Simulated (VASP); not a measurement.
Input of a VASP 6.6.1 run:

INCAR

```
ALGO     = Normal         # electronic algorithm
EDIFF    = 1E-7           # SCF threshold, eV
EDIFFG   = -0.01          # ionic threshold
ENCUT    = 600            # plane-wave cutoff, eV
GGA      = PE             # functional
IBRION   = 2              # ionic algorithm
ISIF     = 3              # what is computed and relaxed
ISMEAR   = 0              # smearing method
LASPH    = True           # aspherical terms in the spheres
LCHARG   = False          # write CHGCAR
LREAL    = False          # projectors in reciprocal space
LWAVE    = False          # write WAVECAR
NELM     = 100            # most SCF steps
NSW      = 100            # ionic steps
PREC     = Accurate       # precision mode
SIGMA    = 0.1            # smearing width, eV
```

File KPOINTS:

```
k-points
0
Gamma
  12 12 6
```

File POSCAR:

```
KBe4I
1.0
    4.9208716323      0.0000000000      0.0000000000
   -2.4604358162      4.2615998423      0.0000000000
    0.0000000000      0.0000000000      5.8300822908
K Be I
1 4 1
Direct
    0.0000000000      0.0000000000      0.5000000000
    0.3333333333      0.6666666667      0.5000000000
    0.6666666667      0.3333333333      0.5000000000
    0.3333333333      0.6666666667      0.0000000000
    0.6666666667      0.3333333333      0.0000000000
    0.0000000000      0.0000000000      0.0000000000
```

Potentials or basis: VASP PAW PBE potentials, release 64 (K_sv, Be, I).

Run with:

```sh
$ cat potpaw_PBE.64/K_sv/POTCAR potpaw_PBE.64/Be/POTCAR potpaw_PBE.64/I/POTCAR > POTCAR
$ mpirun -np 1 vasp_std > vasp.out
```

Task: Predict the space group after relaxing (to 0.1 Å).

Result: P6/mmm (No. 191).

Task: Predict the relaxed cell.

Result: a = 4.923 Å, b = 4.923 Å, c = 5.813 Å, α = 90.00°, β = 90.00°, γ = 120.00°.

Task: Predict the relaxed volume.

Result: 20.34 Å³/atom.

Task: Predict the band gap on the k mesh.

Result: Zero (bands 12 and 13 overlap by 1.13 eV).

Final structure:
```
CELL_PARAMETERS angstrom
4.92313 0.00000 0.00000
-2.46156 4.26356 0.00000
0.00000 0.00000 5.81345
ATOMIC_POSITIONS crystal
K 0.00000 0.00000 0.50000
Be 0.33333 0.66667 0.50000
Be 0.66667 0.33333 0.50000
Be 0.33333 0.66667 0.00000
Be 0.66667 0.33333 0.00000
I 0.00000 0.00000 0.00000
```

Caveat: spin-orbit coupling is left out, which moves the levels of the heavy elements.
